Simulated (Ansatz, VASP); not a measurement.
**One calculation of Ta, two programs**

File INCAR:

```
SYSTEM = Ta
PREC = Accurate
ENCUT = 520
EDIFF = 1E-6
ISMEAR = -1
SIGMA = 0.1
LREAL = .False.
LASPH = .True.
NELM = 60
ALGO = Normal
ISIF = 2
LWAVE = .False.
LCHARG = .False.
GGA = PS
NBANDS = 24
```

File KPOINTS:

```
Automatic mesh
0
Gamma
  9 9 13
  0 0 0
```

Contents of POSCAR:

```
Ta
1.0
    4.9312281420      0.0000000000      0.0000000000
   -2.4656140710      4.2705688428      0.0000000000
    0.0000000000      0.0000000000      2.7690202573
Ta
3
Direct
    0.0000000000      1.0000000000      0.0000000000
    0.3333333333      0.6666666667      0.5000000000
    0.6666666667      0.3333333333      0.5000000000
```

Input for Ansatz:

```yaml
crystal:
  lattice:
    - [4.931228142, 0.0, 0.0]
    - [-2.465614071, 4.2705688428, 0.0]
    - [0.0, 0.0, 2.7690202573]
  atoms:
    - { symbol: Ta, position: [0.0, 1.0, 0.0] }
    - { symbol: Ta, position: [0.3333333333, 0.6666666667, 0.5] }
    - { symbol: Ta, position: [0.6666666667, 0.3333333333, 0.5] }
hamiltonian:
  xc: pbesol
  pseudopotentials:
    kind: paw
    azcp:
      Ta: "pseudopotentials/Ta.paw.azcp"
basis:
  ecutwfc: 420
  fft_grid_basis: typed
kpoints:
  mp_grid: { grid: [9, 9, 13], shift: [0, 0, 0] }
magnetization:
  spin_polarized: false
scf:
  occupations: { method: fermi_dirac, width: 0.1 }
  lower_state_search: "off"
output:
  stress: true
```

Alike in both runs: task single point; functional PBEsol; k mesh 9 × 9 × 13; occupations fermi-dirac, width 0.1 eV; no spin polarisation.

|  | VASP | Ansatz |
| --- | --- | --- |
| version | VASP 6.6.1 | Ansatz 0.2.0 |
| potentials or method | VASP PAW PBE potentials, release 64 (Ta_pv), cutoff 520 eV | plane waves (420 eV) with PAW, scalar-relativistic |
| valence electrons in the cell | 33 | 39 |

VASP gave:

```
pressure (GPa)                                                : -13.0
traceless stress, the component that is largest in VASP (GPa) : -1.03
```

What did Ansatz give for the same quantities?

Pressure (GPa): -13.1; traceless stress, the component that is largest in VASP (GPa): -1.06.

VASP's potentials were made for PBE, not for PBEsol, and Ansatz warns of the same on its side. The functional is the same, so the differences come from potentials, cutoffs and numerics. VASP's potentials hold 33 valence electrons a cell and Ansatz's 39, so a difference there can come from the potentials and not from the codes.

Spin-orbit coupling is off throughout.
